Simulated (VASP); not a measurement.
# In in VASP: notebook, part 2 of 2

VASP 6.6.1.

### 5 Single point, LDA (volume scaled by 1.06)

Input file INCAR:

```
SYSTEM = In
ALGO     = Fast           ! electronic algorithm
EDIFF    = 1E-6           ! SCF threshold, eV
ENCUT    = 520            ! plane-wave cutoff, eV
GGA      = CA             ! functional
ISIF     = 2              ! what is computed and relaxed
ISMEAR   = -1             ! smearing method
LASPH    = .True.         ! aspherical terms in the spheres
LCHARG   = .False.        ! write CHGCAR
LREAL    = .False.        ! projectors in reciprocal space
LWAVE    = .False.        ! write WAVECAR
NBANDS   = 20             ! bands
NELM     = 80             ! most SCF steps
PREC     = Accurate       ! precision mode
SIGMA    = 0.05           ! smearing width, eV
```

Input file KPOINTS:

```
k-points
0
Gamma
  9 9 5
  0 0 0
```

Input file POSCAR:

```
In
1.0
    3.4009030527      0.0000000000      0.0000000000
   -1.7004515264      2.9452684395      0.0000000000
    0.0000000000      0.0000000000      5.6171927618
In
2
Direct
    0.6666666667      0.3333333333      0.7500000000
    0.3333333333      0.6666666667      0.2500000000
```

Potentials or basis: VASP PAW LDA potentials, release 64 (In_d).

Command:

```bash
$ cat potpaw_LDA.64/In_d/POTCAR > POTCAR
$ mpirun -np 1 vasp_std > vasp.out
```

OUTCAR:

```text
SYSTEM = In
   EDIFF = 1E-6
   ENCUT = 520
   GGA = CA
   ISIF = 2
   ISMEAR = -1
   LASPH = .True.
   LREAL = .False.
   NELM = 80
   PREC = Accurate

 ion  position               nearest neighbor table
   1  0.667  0.333  0.750-   2 3.43   2 3.43   2 3.43   2 3.43   2 3.43   2 3.43
   2  0.333  0.667  0.250-   1 3.43   1 3.43   1 3.43   1 3.43   1 3.43   1 3.43

  LATTYP: Found a hexagonal cell.
 ALAT       =     3.4009030527
 C/A-ratio  =     1.6516768266

  Lattice vectors:

 A1 = (   3.4009030527,   0.0000000000,   0.0000000000)
[... 191 lines left out ...]
      3      -8.0343      2.00000
      4      -8.0343      2.00000
      5      -8.0119      2.00000
      6      -8.0119      2.00000
[... 541 lines left out ...]
     19      13.1076      0.00000
     20      20.2705      0.00000

 [... further k-points ...]
[... 5 lines left out ...]
  --------------------------------------------------------------------------------------
  -------------------------------------------------------------------------------------
  Total       -1.6437236     -1.6437236     -1.3770172      0.0000000      0.0000000      0.0000000
  in kB      -46.8059323    -46.8059323    -39.2113227      0.0000000      0.0000000      0.0000000
  external PRESSURE =     -44.2743958 kB  Pullay stress =       0.0000000 kB

 VOLUME and BASIS-vectors are now :
 -----------------------------------------------------------------------------
  energy-cutoff  :      520.00
  volume of cell :       56.27
      direct lattice vectors                 reciprocal lattice vectors
     3.400903053  0.000000000  0.000000000     0.294039549  0.169763813  0.000000000
    -1.700451526  2.945268439  0.000000000     0.000000000  0.339527626  0.000000000
     0.000000000  0.000000000  5.617192762     0.000000000  0.000000000  0.178024868

 POSITION                                       TOTAL-FORCE (eV/Angst)
 -----------------------------------------------------------------------------------
      1.70045      0.98176      4.21289         0.000000     -0.000000      0.000000
     -0.00000      1.96351      1.40430        -0.000000      0.000000      0.000000
 -----------------------------------------------------------------------------------
    total drift:                               -0.000000      0.000000      0.000000

  FREE ENERGIE OF THE ION-ELECTRON SYSTEM (eV)
  ---------------------------------------------------
  free  energy   TOTEN  =        -6.2928582741 eV

  energy  without entropy=       -6.2760736748  energy(sigma->0) =       -6.28446597
```

OSZICAR:

```text
N       E                     dE             d eps       ncg     rms          rms(c)
DAV:   1     0.212669086550E+03    0.21267E+03   -0.13058E+04  1448   0.175E+03
DAV:   2     0.103666940457E+02   -0.20230E+03   -0.19857E+03  1448   0.376E+02
DAV:   3    -0.584286425193E+01   -0.16210E+02   -0.16113E+02  1680   0.121E+02
DAV:   4    -0.632359331042E+01   -0.48073E+00   -0.48051E+00  1748   0.228E+01
DAV:   5    -0.634980686682E+01   -0.26214E-01   -0.26212E-01  2104   0.455E+00    0.301E+00
RMM:   6    -0.630379439209E+01    0.46012E-01   -0.73220E-02  1676   0.349E+00    0.154E+00
RMM:   7    -0.629331785903E+01    0.10477E-01   -0.29271E-02  1647   0.166E+00    0.274E-01
RMM:   8    -0.629270017686E+01    0.61768E-03   -0.49083E-03  2003   0.107E+00    0.124E-01
RMM:   9    -0.629283193768E+01   -0.13176E-03   -0.12971E-03  2100   0.315E-01    0.242E-01
RMM:  10    -0.629292022762E+01   -0.88290E-04   -0.45904E-04  1813   0.220E-01    0.164E-01
RMM:  11    -0.629288342695E+01    0.36801E-04   -0.17361E-04  1985   0.179E-01    0.115E-01
RMM:  12    -0.629289090185E+01   -0.74749E-05   -0.83306E-05  2174   0.698E-02    0.127E-01
RMM:  13    -0.629288552063E+01    0.53812E-05   -0.14532E-05  1619   0.359E-02    0.126E-01
RMM:  14    -0.629288661035E+01   -0.10897E-05   -0.55283E-06  1126   0.169E-02    0.130E-01
RMM:  15    -0.629287688546E+01    0.97249E-05   -0.38937E-06  1287   0.258E-02    0.106E-01
RMM:  16    -0.629285882242E+01    0.18063E-04   -0.48220E-05  2027   0.920E-02    0.302E-02
RMM:  17    -0.629285827415E+01    0.54827E-06   -0.50258E-06  1590   0.264E-02
   1 F= -.62928583E+01 E0= -.62844660E+01  d E =-.167846E-01
```

It took 74 s on 1 thread of AMD EPYC 7R13, shared host; peak memory 0.14 GiB.

What came out:

| Property | Result |
| --- | --- |
| Free energy | -6.2929 eV |
| Pressure | -4.4 GPa |
| Band gap on the k mesh | zero (band 13 reaches 8.41 eV, above the bottom of band 14 at 4.69 eV) |

Caveat: spin-orbit coupling is left out, which moves the levels of the heavy elements.

### 6 Single point, PBEsol (atoms moved at random)

Input file INCAR:

```
SYSTEM = In
PREC     = Accurate       ! precision mode
ENCUT    = 520            ! plane-wave cutoff, eV
EDIFF    = 1E-7           ! SCF threshold, eV
ISMEAR   = -1             ! smearing method
SIGMA    = 0.05           ! smearing width, eV
LREAL    = .False.        ! projectors in reciprocal space
LASPH    = .True.         ! aspherical terms in the spheres
NELM     = 100            ! most SCF steps
ALGO     = Fast           ! electronic algorithm
ISIF     = 2              ! what is computed and relaxed
LWAVE    = .False.        ! write WAVECAR
LCHARG   = .True.         ! write CHGCAR
GGA      = PS             ! functional
LELF     = .True.         ! ELF
LVHAR    = .True.       
NBANDS   = 20             ! bands
```

Input file KPOINTS:

```
Automatic mesh
0
Gamma
  9 9 5
  0 0 0
```

Input file POSCAR:

```
In
1.0
    3.3354847820      0.0000000000      0.0000000000
   -1.6677423910      2.8886145552      0.0000000000
    0.0000000000      0.0000000000      5.5091429200
In
2
Direct
    0.6700150000      0.3359070000      0.7490450000
    0.3203740000      0.6802210000      0.2562600000
```

Potentials or basis: VASP PAW PBE potentials, release 64 (In_d).

Command:

```bash
$ cat potpaw_PBE.64/In_d/POTCAR > POTCAR
$ mpirun -np 1 vasp_std > vasp.out
```

Wall time 13 min (1 thread of AMD EPYC 7R13, shared host); peak memory 0.27 GiB.

It converged, with:

- Free energy: -5.9264 eV
- Pressure: -1.4 GPa
- Largest force: 0.101 eV/Å
- Band gap on the k mesh: zero (band 13 reaches 9.34 eV, above the bottom of band 14 at 5.28 eV)

Forces in eV/Å, atoms in the order of the input:
```
In  -0.013  0.005  0.100
In   0.013 -0.005 -0.100
```

Stress tensor (GPa, compression positive):
```
-1.41  0.15 -0.02
 0.15 -1.26  0.01
-0.02  0.01 -1.53
```

Levels at points of the mesh, in eV from the Fermi level:
```csv
k point,band 9,band 10,band 11,band 12,band 13,band 14,band 15,band 16,band 17,band 18
"(0.00, 0.00, 0.00)",-14.29,-14.26,-9.52,-4.50,-3.41,8.20,8.44,9.94,10.23,10.30
```

Caveat: the cell differs from its parent crystal (atoms moved at random); the PAW data sets were made with another functional, which shifts forces and pressure a little; spin-orbit coupling is left out, which moves the levels of the heavy elements.

### 7 Overview

| level | potentials or basis | cell | gap on the mesh (eV) | pressure (GPa) |
| --- | --- | --- | --- | --- |
| LDA | VASP PAW LDA potentials, release 64 (In_d) | a = 3.335, b = 3.335, c = 5.509 Å, angles 90.0, 90.0, 120.0°, 2 atoms | none | -2.9 |
| LDA | VASP PAW LDA potentials, release 64 (In_d) | a = 3.358, b = 3.358, c = 5.546 Å, angles 90.0, 90.0, 120.0°, 2 atoms | none | -3.4 |
| LDA | VASP PAW LDA potentials, release 64 (In_d) | a = 3.379, b = 3.379, c = 5.582 Å, angles 90.0, 90.0, 120.0°, 2 atoms | none | -4.0 |
| LDA | VASP PAW LDA potentials, release 64 (In_d) | a = 3.401, b = 3.401, c = 5.617 Å, angles 90.0, 90.0, 120.0°, 2 atoms | none | -4.4 |
| PBEsol | VASP PAW PBE potentials, release 64 (In_d) | a = 3.335, b = 3.335, c = 5.509 Å, angles 90.0, 90.0, 120.0°, 2 atoms | none | -1.4 |

Some of these runs hold the atoms at other places in the same cell, which the table doesn't show; runs alike in all that it shows share one row.

Alike in all rows: task single point; no spin polarisation; k mesh 9 × 9 × 5; cutoff (eV) 520; smearing fermi-dirac 0.05 eV.

Caveats: spin-orbit coupling is left out, which moves the levels of the heavy elements; the PAW data sets were made with another functional, which shifts forces and pressure a little (some runs).

Total energies depend on the potentials used, so only differences within one code and one set of settings carry meaning.
